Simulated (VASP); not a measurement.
Crystal: C.

```
CELL_PARAMETERS angstrom
0.00000 1.76587 1.76587
1.76587 0.00000 1.76587
1.76587 1.76587 0.00000
ATOMIC_POSITIONS crystal
C 0.50000 0.50000 0.50000
C 0.75000 0.75000 0.75000
```

Base run:

| Item | Value |
| --- | --- |
| Program | VASP 6.6.1 |
| Functional | LDA |
| Potentials or basis | VASP PAW LDA potentials, release 64 (C) |
| Cutoff | 520 eV |
| k mesh | 22 × 22 × 22 |
| Occupations | fermi-dirac, width 0.1 eV |
| Spin | no spin polarisation |

Its results: band gap on the k mesh 4.17 eV, indirect (least direct gap 5.63 eV); pressure 1.6 GPa.

Task: The run is repeated on the same cell with these changes: potentials or basis from VASP PAW LDA potentials, release 64 (C) to VASP PAW LDA potentials, release 64 (C_h); cutoff from 520 eV to 910 eV. What comes out?

Result: Band gap on the k mesh 4.17 eV, indirect (least direct gap 5.63 eV); pressure 0.7 GPa.

Caveats: the cutoff is under 1.25 times the usual one of these potentials, so pressure, stress and relaxed cells hold a basis-set (Pulay) error (some runs).

A k mesh can miss the band edges.
